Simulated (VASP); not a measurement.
# Si2W (I4/mmm) in VASP: notebook

Si2W is run at these levels: r2SCAN; tasks: single point.

All numbers are computed with VASP 6.6.1; they aren't measurements. Logs are shortened: lines on timing, memory, paths and dates and some standing lists are left out, and cuts for length are marked.

## Step 1: The cell of the first run

It takes space group I4/mmm (No. 139, tetragonal). The conventional cell has a = 3.229 Å, b = 3.229 Å, c = 7.570 Å, α = 90.00°, β = 90.00°, γ = 90.00°. Within 3.3 Å of Si (site symmetry 4mm) lie 9 Si at 2.50 to 3.23 Å and 5 W at 2.53 to 2.60 Å. W (site symmetry 4/mmm) has 10 Si at 2.53 to 2.60 Å and 4 W at 3.23 Å within 3.3 Å.

## Step 2: Single point, r2SCAN (uniaxial strain along c: -3.0 %, then relaxed in part)

Contents of POSCAR:

```
Si2W
1.0
    3.2287807586      0.0000000000      0.0000000000
    0.0000000000      3.2287807586      0.0000000000
    0.0000000000      0.0000000000      7.5704777099
Si W
4 2
Direct
    0.0000000000      0.0000000000      0.3345978543
    0.5000000000      0.5000000000      0.1654021457
    0.5000000000      0.5000000000      0.8345978543
    0.0000000000      0.0000000000      0.6654021457
    0.0000000000      0.0000000000      0.0000000000
    0.5000000000      0.5000000000      0.5000000000
```

Contents of INCAR.step1:

```
SYSTEM = Si2W
ALGO     = Normal         ! electronic algorithm
EDIFF    = 1E-4           ! SCF threshold, eV
ENCUT    = 520            ! plane-wave cutoff, eV
GGA      = PE             ! functional
ISMEAR   = 0              ! smearing method
LASPH    = .TRUE.         ! aspherical terms in the spheres
LCHARG   = .FALSE.        ! write CHGCAR
LREAL    = .FALSE.        ! projectors in reciprocal space
LWAVE    = .TRUE.         ! write WAVECAR
NBANDS   = 31             ! bands
NELM     = 80             ! most SCF steps
PREC     = Accurate       ! precision mode
SIGMA    = 0.1            ! smearing width, eV
```

Contents of INCAR.step2:

```
SYSTEM = Si2W
ALGO     = Normal         ! electronic algorithm
EDIFF    = 1E-6           ! SCF threshold, eV
ENCUT    = 520            ! plane-wave cutoff, eV
ISIF     = 2              ! what is computed and relaxed
ISMEAR   = 0              ! smearing method
ISTART   = 1            
LASPH    = .TRUE.         ! aspherical terms in the spheres
LCHARG   = .FALSE.        ! write CHGCAR
LMIXTAU  = .TRUE.       
LREAL    = .FALSE.        ! projectors in reciprocal space
LWAVE    = .FALSE.        ! write WAVECAR
METAGGA  = R2SCAN         ! meta-GGA
NBANDS   = 31             ! bands
NELM     = 80             ! most SCF steps
PREC     = Accurate       ! precision mode
SIGMA    = 0.1            ! smearing width, eV
```

Contents of KPOINTS:

```
k-points
0
G
  12 12 6
  0 0 0
```

Potentials or basis: VASP PAW PBE potentials, release 64 (Si, W_sv).

Run with:

```bash
$ cat potpaw_PBE.64/Si/POTCAR potpaw_PBE.64/W_sv/POTCAR > POTCAR
$ cp INCAR.step1 INCAR
$ mpirun -np 1 vasp_std > vasp.out
$ cp INCAR.step2 INCAR
$ mpirun -np 1 vasp_std > vasp.out
```

OUTCAR:

```text
SYSTEM = Si2W
   EDIFF = 1E-6
   ENCUT = 520
   ISIF = 2
   ISMEAR = 0
   ISTART = 1
   LASPH = .TRUE.
   LREAL = .FALSE.
   METAGGA = R2SCAN
   NELM = 80
   PREC = Accurate

 ion  position               nearest neighbor table
   1  0.000  0.000  0.335-   4 2.50   5 2.53   6 2.60   6 2.60   6 2.60   6 2.60   2 2.62   2 2.62
                             2 2.62   2 2.62
   2  0.500  0.500  0.165-   3 2.50   6 2.53   5 2.60   5 2.60   5 2.60   5 2.60   1 2.62   1 2.62
                             1 2.62   1 2.62
   3  0.500  0.500  0.835-   2 2.50   6 2.53   5 2.60   5 2.60   5 2.60   5 2.60   4 2.62   4 2.62
                             4 2.62   4 2.62
   4  0.000  0.000  0.665-   1 2.50   5 2.53   6 2.60   6 2.60   6 2.60   6 2.60   3 2.62   3 2.62
                             3 2.62   3 2.62
   5  0.000  0.000  0.000-   1 2.53   4 2.53   3 2.60   2 2.60   2 2.60   3 2.60   2 2.60   3 2.60
                             2 2.60   3 2.60
   6  0.500  0.500  0.500-   2 2.53   3 2.53   1 2.60   4 2.60   1 2.60   4 2.60   1 2.60   4 2.60
                             1 2.60   4 2.60

  LATTYP: Found a simple tetragonal cell.
 ALAT       =     3.2287807586
 C/A-ratio  =     2.3446862069

  Lattice vectors:

 A1 = (   3.2287807586,   0.0000000000,   0.0000000000)
 A2 = (   0.0000000000,   3.2287807586,   0.0000000000)
 A3 = (   0.0000000000,   0.0000000000,   7.5704777099)

Analysis of symmetry for initial positions (statically):
=====================================================================
 Subroutine PRICEL returns following result:

  LATTYP: Found a body centered tetragonal cell.
 ALAT       =     3.2287807586
 C/A-ratio  =     2.3446862069

  Lattice vectors:

 A1 = (   1.6143903793,  -1.6143903793,  -3.7852388549)
 A2 = (  -1.6143903793,   1.6143903793,  -3.7852388549)
 A3 = (   1.6143903793,   1.6143903793,   3.7852388549)

   2 primitive cells build up your supercell.

 Routine SETGRP: Setting up the symmetry group for a
 simple tetragonal supercell.

 Subroutine GETGRP returns: Found 16 space group operations
 (whereof 16 operations were pure point group operations)
 out of a pool of 16 trial point group operations.

The static configuration has the point symmetry D_4h.

Analysis of symmetry for dynamics (positions and initial velocities):
=====================================================================
 Subroutine PRICEL returns following result:

  LATTYP: Found a body centered tetragonal cell.
 ALAT       =     3.2287807586
 C/A-ratio  =     2.3446862069

  Lattice vectors:

 A1 = (   1.6143903793,  -1.6143903793,  -3.7852388549)
 A2 = (  -1.6143903793,   1.6143903793,  -3.7852388549)
 A3 = (   1.6143903793,   1.6143903793,   3.7852388549)

   2 primitive cells build up your supercell.

 Routine SETGRP: Setting up the symmetry group for a
 simple tetragonal supercell.

 Subroutine GETGRP returns: Found 16 space group operations
 (whereof 16 operations were pure point group operations)
 out of a pool of 16 trial point group operations.

The dynamic configuration has the point symmetry D_4h.

 Subroutine INISYM returns: Found 16 space group operations
 (whereof 16 operations are pure point group operations),
 and found     2 'primitive' translations

----------------------------------------------------------------------------------------

                                     Primitive cell

  volume of cell :      39.4612

  direct lattice vectors                    reciprocal lattice vectors
     1.614390379 -1.614390379 -3.785238855     0.309714432  0.000000000 -0.132092061
    -1.614390379  1.614390379 -3.785238855     0.000000000  0.309714432 -0.132092061
     1.614390379  1.614390379  3.785238855     0.309714432  0.309714432  0.000000000

  length of vectors
     4.420468955  4.420468955  4.420468955     0.336706611  0.336706611  0.438002351

  position of ions in fractional coordinates (direct lattice)
     0.665402146  0.665402146  0.000000000
     0.334597854  0.334597854  0.000000000
     0.000000000  0.000000000  0.000000000

  ion indices of the primitive-cell ions
   primitive index   ion index
                 1           1
                 2           4
                 3           5

----------------------------------------------------------------------------------------

 KPOINTS: k-points

Automatic generation of k-mesh.
 Grid dimensions read from file:
 generate k-points for:   12   12    6

 Generating k-lattice:

  Cartesian coordinates                     Fractional coordinates (reciprocal lattice)
     0.025809536  0.000000000  0.000000000     0.083333333  0.000000000  0.000000000
     0.000000000  0.025809536  0.000000000     0.000000000  0.083333333  0.000000000
     0.000000000  0.000000000  0.022015343     0.000000000  0.000000000  0.166666667

  Length of vectors
     0.025809536  0.025809536  0.022015343

  Shift w.r.t. Gamma in fractional coordinates (k-lattice)
     0.000000000  0.000000000  0.000000000

 Subroutine IBZKPT returns following result:
 ===========================================

 Found    112 irreducible k-points:

 Following reciprocal coordinates:
            Coordinates               Weight
  0.000000  0.000000  0.000000      1.000000
  0.083333  0.000000  0.000000      4.000000
  0.166667  0.000000  0.000000      4.000000
  0.250000  0.000000  0.000000      4.000000
  0.333333  0.000000  0.000000      4.000000
  0.416667  0.000000  0.000000      4.000000
[... 16 lines left out ...]
  0.333333  0.333333  0.000000      4.000000
  0.416667  0.333333  0.000000      8.000000
 [... further k-points ...]
   k-points           NKPTS =    112   k-points in BZ     NKDIM =    112   number of bands    NBANDS=     31
   number of dos      NEDOS =    301   number of ions     NIONS =      6
   total plane-waves  NPLWV =  32256
   dimension x,y,z NGX =    24 NGY =   24 NGZ =   56
   dimension x,y,z NGXF=    48 NGYF=   48 NGZF=  112
   ions per type =               4   2
   NGX,Y,Z   is equivalent  to a cutoff of  12.36, 12.36, 12.30 a.u.
   NGXF,Y,Z  is equivalent  to a cutoff of  24.71, 24.71, 24.59 a.u.
 SYSTEM =  Si2W
   PREC   = accura    normal or accurate (medium, high low for compatibility)
   ISTART =      1    job   : 0-new  1-cont  2-samecut
   ICHARG =      0    charge: 1-file 2-atom 10-const
   ISPIN  =      1    spin polarized calculation?
   LNONCOLLINEAR =      F non collinear calculations
   LSORBIT =      F    spin-orbit coupling
   LASPH  =      T    aspherical Exc in radial PAW
   ENCUT  =  520.0 eV  38.22 Ry    6.18 a.u.   6.00  6.00 14.08*2*pi/ulx,y,z
   NELM   =     80;   NELMIN=  2; NELMDL=  0     # of ELM steps
   EDIFF  = 0.1E-05   stopping-criterion for ELM
   LREAL  =      F    real-space projection
   EDIFFG = 0.1E-04   stopping-criterion for IOM
   NSW    =      0    number of steps for IOM
   IBRION =     -1    ionic relax: 0-MD 1-quasi-New 2-CG
   NFREE  =      0    steps in history (QN), initial steepest desc. (CG)
   ISIF   =      2    stress and relaxation
   ISYM   =      2    0-nonsym 1-usesym 2-fastsym
   POTIM  = 0.5000    time-step for ionic-motion
   TEBEG  =    0.0;   TEEND  =   0.0 temperature during run
   PSTRESS=    0.0 pullay stress
   NELECT =      44.0000    total number of electrons
   NUPDOWN=      -1.0000    fix difference up-down
   EMIN   =  10.00;   EMAX   =-10.00  energy-range for DOS
   EFERMI =   0.00;   METHOD = LEGACY
   ISMEAR =     0;   SIGMA  =   0.10  broadening in eV -4-tet -1-fermi 0-gaus
   EFERMI_NEDOS =   21; number of points for ismear=-14 and -15
   IALGO  =     38    algorithm
   IMIX   =      4    mixing-type and parameters
     AMIX     =   0.40;   BMIX     =  1.00
     AMIX_MAG =   1.60;   BMIX_MAG =  1.00
  volume/ion in A,a.u.               =      13.15        88.77
  Fermi-wavevector in a.u.,A,eV,Ry     =   1.347387  2.546192 24.700709  1.815451
  Thomas-Fermi vector in A             =   2.475141
   LORBIT       =      0    0 simple, 1 ext, 2 COOP (PROOUT), +10 PAW based schemes
   METAGGA = R2SCAN    functional components
   LHFCALC =     F    Hartree Fock is set to
   AEXX    =    0.0000 exact exchange contribution
   IVDW    =     0    specifies the selected vdW correction
   LEPSILON=     F    determine dielectric tensor
   LRPA    =     F    only Hartree local field effects (RPA)
 non-spin polarized calculation
 Gauss-broadening in eV      SIGMA  =   0.10
  energy-cutoff  :      520.00
  volume of cell :       78.92
 maximum number of plane-waves:      2160
   NGX = 13   NGY = 13   NGZ = 29

 number of electron      43.9999996 magnetization

 Free energy of the ion-electron system (eV)
  ---------------------------------------------------
  ext. energy  EPLUGINS =         0.00000000
  ---------------------------------------------------
  free energy    TOTEN  =      -139.49465381 eV

  energy without entropy =     -139.49165376  energy(sigma->0) =     -139.49315379

 E-fermi :  12.1644     XC(G=0): -13.6218

 val. band max:       12.1600854090   @ k =   0.0833   0.0000   0.3333
 cond. band min:      12.1733633564   @ k =   0.0833   0.0000   0.3333
 fundamental gap:      0.0132779474
 Fermi energy:        12.1644058061

 k-point     1 :       0.0000    0.0000    0.0000
  band No.  band energies     occupation
      1     -63.4344      2.00000
      2     -63.4341      2.00000
      3     -27.0991      2.00000
      4     -27.0764      2.00000
      5     -27.0764      2.00000
      6     -27.0741      2.00000
[... 23 lines left out ...]
     30      17.9536      0.00000
     31      18.3307      0.00000

 k-point     2 :       0.0833    0.0000    0.0000
  band No.  band energies     occupation
      1     -63.4338      2.00000
      2     -63.4336      2.00000
      3     -27.0968      2.00000
      4     -27.0920      2.00000
      5     -27.0898      2.00000
      6     -27.0749      2.00000
[... 23 lines left out ...]
     30      18.1502      0.00000
     31      18.4008      0.00000

 k-point     3 :       0.1667    0.0000    0.0000
  band No.  band energies     occupation
      1     -63.4323      2.00000
      2     -63.4321      2.00000
      3     -27.1342      2.00000
      4     -27.1324      2.00000
      5     -27.0904      2.00000
      6     -27.0706      2.00000
[... 703 lines left out ...]
     30      17.1260      0.00000
     31      18.1297      0.00000

 k-point    24 :       0.4167    0.3333    0.0000
  band No.  band energies     occupation
      1     -63.4205      2.00000
      2     -63.4204      2.00000
      3     -27.2637      2.00000
      4     -27.2637      2.00000
      5     -27.2182      2.00000
      6     -27.2177      2.00000
[... 23 lines left out ...]
     30      17.5008      0.00000
     31      17.8208      0.00000

 [... further k-points ...]
[... 5 lines left out ...]
  --------------------------------------------------------------------------------------
  -------------------------------------------------------------------------------------
  Total        0.1762179      0.1762179      9.1782700      0.0000000     -0.0000000      0.0000000
  in kB        3.5773399      3.5773399    186.3249492      0.0000000     -0.0000000      0.0000000
  external PRESSURE =      64.4932096 kB  Pullay stress =       0.0000000 kB

 VOLUME and BASIS-vectors are now :
 -----------------------------------------------------------------------------
  energy-cutoff  :      520.00
  volume of cell :       78.92
      direct lattice vectors                 reciprocal lattice vectors
     3.228780759  0.000000000  0.000000000     0.309714432  0.000000000  0.000000000
     0.000000000  3.228780759  0.000000000     0.000000000  0.309714432  0.000000000
     0.000000000  0.000000000  7.570477710     0.000000000  0.000000000  0.132092061

 POSITION                                       TOTAL-FORCE (eV/Angst)
 -----------------------------------------------------------------------------------
      0.00000      0.00000      2.53307         0.000000     -0.000000     -0.012873
      1.61439      1.61439      1.25217        -0.000000      0.000000      0.012873
      1.61439      1.61439      6.31830         0.000000      0.000000     -0.012873
      0.00000      0.00000      5.03741        -0.000000     -0.000000      0.012873
      0.00000      0.00000      0.00000        -0.000000     -0.000000      0.000000
      1.61439      1.61439      3.78524         0.000000      0.000000      0.000000
 -----------------------------------------------------------------------------------
    total drift:                                0.000000      0.000000     -0.000000

  FREE ENERGIE OF THE ION-ELECTRON SYSTEM (eV)
  ---------------------------------------------------
  free  energy   TOTEN  =      -139.4946538142 eV

  energy  without entropy=     -139.4916537643  energy(sigma->0) =     -139.49315379
```

Wall time 4.2 min (1 thread of Intel Xeon 6975P-C (Granite Rapids), shared host); peak memory 0.33 GiB.

What came out:

| Item | Value |
| --- | --- |
| Free energy | -139.4947 eV |
| Pressure | 6.4 GPa |
| Largest force | 0.013 eV/Å |
| Band gap on the k mesh | zero (bands 22 and 23 overlap by 1.11 eV) |

Forces in eV/Å, atoms in the order of the input:
```
Si   0.000  0.000 -0.013
Si   0.000  0.000  0.013
Si   0.000  0.000 -0.013
Si   0.000  0.000  0.013
W    0.000  0.000  0.000
W    0.000  0.000  0.000
```

Levels at points of the mesh, in eV from the Fermi level:
```tsv
k point	band 19	band 20	band 21	band 22	band 23	band 24	band 25	band 26
(0.00, 0.00, 0.00)	-1.14	-1.14	-0.41	-0.41	0.49	0.73	3.05	3.06
(0.50, 0.00, 0.00)	-2.34	-2.34	-0.90	-0.90	2.47	2.47	3.27	3.27
(0.50, 0.50, 0.00)	-3.19	-3.19	-1.96	-1.96	3.28	3.28	3.43	3.43
(0.00, 0.00, 0.50)	-2.25	-2.25	0.60	0.60	1.64	1.64	1.64	1.64
(0.50, 0.00, 0.50)	-2.79	-2.79	-0.55	-0.55	2.83	2.83	2.96	2.96
(0.50, 0.50, 0.50)	-2.50	-2.50	-2.50	-2.50	0.68	0.68	3.28	3.28
```

Caveat: the cell differs from its parent crystal (uniaxial strain along c: -3.0 %, then relaxed in part); the stress differs along the axes, from 0 to 19 GPa; the PAW data sets were made with another functional, which shifts forces and pressure a little; spin-orbit coupling is left out, which moves the levels of the heavy elements.

## Step 3: Single point, r2SCAN (uniaxial strain along c: -3.0 %)

Contents of POSCAR:

```
Si2W
1.0
    3.2353777991      0.0000000000      0.0000000000
    0.0000000000      3.2353777991      0.0000000000
    0.0000000000      0.0000000000      7.5704777099
Si W
4 2
Direct
    0.0000000000      0.0000000000      0.3346704830
    0.5000000000      0.5000000000      0.1653295170
    0.5000000000      0.5000000000      0.8346704830
    0.0000000000      0.0000000000      0.6653295170
    0.0000000000      0.0000000000      0.0000000000
    0.5000000000      0.5000000000      0.5000000000
```

Contents of INCAR.step1:

```
ALGO = Normal
EDIFF = 1E-4
ENCUT = 520
GGA = PE
ISMEAR = 0
LASPH = T
LCHARG = F
LREAL = F
LWAVE = T
NBANDS = 31
NELM = 80
PREC = Accurate
SIGMA = 0.1
```

Contents of INCAR.step2:

```
ALGO = Normal
EDIFF = 1E-6
ENCUT = 520
ISIF = 2
ISMEAR = 0
ISTART = 1
LASPH = T
LCHARG = F
LMIXTAU = T
LREAL = F
LWAVE = F
METAGGA = R2SCAN
NBANDS = 31
NELM = 80
PREC = Accurate
SIGMA = 0.1
```

Contents of KPOINTS:

```
k-points
0
Gamma
  12 12 6
```

Potentials or basis: VASP PAW PBE potentials, release 64 (Si, W_sv).

Run with:

```bash
$ cat potpaw_PBE.64/Si/POTCAR potpaw_PBE.64/W_sv/POTCAR > POTCAR
$ cp INCAR.step1 INCAR
$ mpirun -np 1 vasp_std > vasp.out
$ cp INCAR.step2 INCAR
$ mpirun -np 1 vasp_std > vasp.out
```

Run time: 3.9 min. Hardware: 1 thread of Intel Xeon 6975P-C (Granite Rapids), shared host; peak memory 0.34 GiB.

Results (log left out):

| Quantity | Value |
| --- | --- |
| Free energy | -139.4942 eV |
| Pressure | 5.5 GPa |
| Largest force | 0.016 eV/Å |
| Band gap on the k mesh | zero (bands 22 and 23 overlap by 1.09 eV) |

Forces on the atoms (eV/Å):
```
Si   0.000  0.000 -0.016
Si   0.000  0.000  0.016
Si   0.000  0.000 -0.016
Si   0.000  0.000  0.016
W    0.000  0.000  0.000
W    0.000  0.000  0.000
```

Stress tensor (GPa, compression positive):
```
-0.83  0.00  0.00
 0.00 -0.83  0.00
 0.00  0.00 18.13
```

Levels at points of the mesh, in eV from the Fermi level:
```csv
k point,band 18,band 19,band 20,band 21,band 22,band 23,band 24,band 25,band 26,band 27
"(0.00, 0.00, 0.00)",-2.76,-1.15,-1.15,-0.40,-0.40,0.48,0.72,3.02,3.04,3.04
"(0.50, 0.00, 0.00)",-3.09,-2.30,-2.30,-0.89,-0.89,2.47,2.47,3.26,3.26,4.12
"(0.50, 0.50, 0.00)",-5.38,-3.15,-3.15,-1.96,-1.96,3.25,3.25,3.40,3.40,3.65
"(0.00, 0.00, 0.50)",-2.58,-2.21,-2.21,0.60,0.60,1.63,1.63,1.63,1.63,2.13
"(0.50, 0.00, 0.50)",-3.17,-2.77,-2.77,-0.54,-0.54,2.82,2.82,2.94,2.94,4.76
"(0.50, 0.50, 0.50)",-3.03,-2.48,-2.48,-2.48,-2.48,0.69,0.69,3.25,3.25,3.82
```

Caveat: the cell differs from its parent crystal (uniaxial strain along c: -3.0 %); the stress differs along the axes, from -1 to 18 GPa; the PAW data sets were made with another functional, which shifts forces and pressure a little; spin-orbit coupling is left out, which moves the levels of the heavy elements.

(Continued in part 2 of 2.)

The gap in the log of VASP goes by the Fermi energy; the results here count the filled bands.